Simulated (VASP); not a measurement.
Write the native input for VASP 6.6.1 that does the following.

```
Task                   : single point
Functional             : PBE
Dispersion             : D3(BJ)
Potentials or basis    : VASP PAW PBE potentials, release 64 (Cd, I)
Cutoff                 : 500 eV
k mesh                 : 9 × 9 × 6
Occupations            : gaussian, width 0.05 eV
Spin                   : no spin polarisation
Dipole correction      : no
Further INCAR settings : ALGO = Normal; EDIFF = 1e-06; NBANDS = 20
```

The structure of CdI2 lies in POSCAR:

```
CdI2
1.0
    4.4802507338      0.0000000000      0.0000000000
   -2.2401253669      3.8800109508      0.0000000000
    0.0000000000      0.0000000000      6.1546980793
Cd I
1 2
Direct
    0.0000000000      0.0000000000      0.0000000000
    0.3333333333      0.6666666667      0.2492000000
    0.6666666667      0.3333333333      0.7508000000
```

This cell differs from its parent crystal: ratio of the length along z to the lengths across it x 0.85, volume and fractional coordinates fixed.

The input as run:

INCAR

```
PREC     = Accurate       # precision mode
ENCUT    = 500            # plane-wave cutoff, eV
EDIFF    = 1E-6           # SCF threshold, eV
ISMEAR   = 0              # smearing method
SIGMA    = 0.05           # smearing width, eV
LREAL    = False          # projectors in reciprocal space
LASPH    = True           # aspherical terms in the spheres
NELM     = 120            # most SCF steps
ALGO     = Normal         # electronic algorithm
ISIF     = 2              # what is computed and relaxed
LWAVE    = False          # write WAVECAR
LCHARG   = False          # write CHGCAR
GGA      = PE             # functional
IVDW     = 12             # dispersion correction
NBANDS   = 20             # bands
GGA_COMPAT= False
```

KPOINTS

```
Automatic mesh
0
Gamma
  9 9 6
```

Potentials or basis: VASP PAW PBE potentials, release 64 (Cd, I).

Command:

```bash
$ cat potpaw_PBE.64/Cd/POTCAR potpaw_PBE.64/I/POTCAR > POTCAR
$ mpirun -np 1 vasp_std > vasp.out
```

Results of the run:

```json
{
  "Pressure": "0.2 GPa",
  "Largest force": "0.363 eV/Å",
  "Band gap on the k mesh": "1.59 eV, direct",
  "Dispersion energy per atom": "-0.330 eV"
}
```

Caveat: spin-orbit coupling is left out, which moves the levels of the heavy elements.

Wall time 79 s on 1 thread of Intel(R) Xeon(R) Platinum 8488C (Sapphire Rapids), on a shared host, peak memory 0.31 GiB.
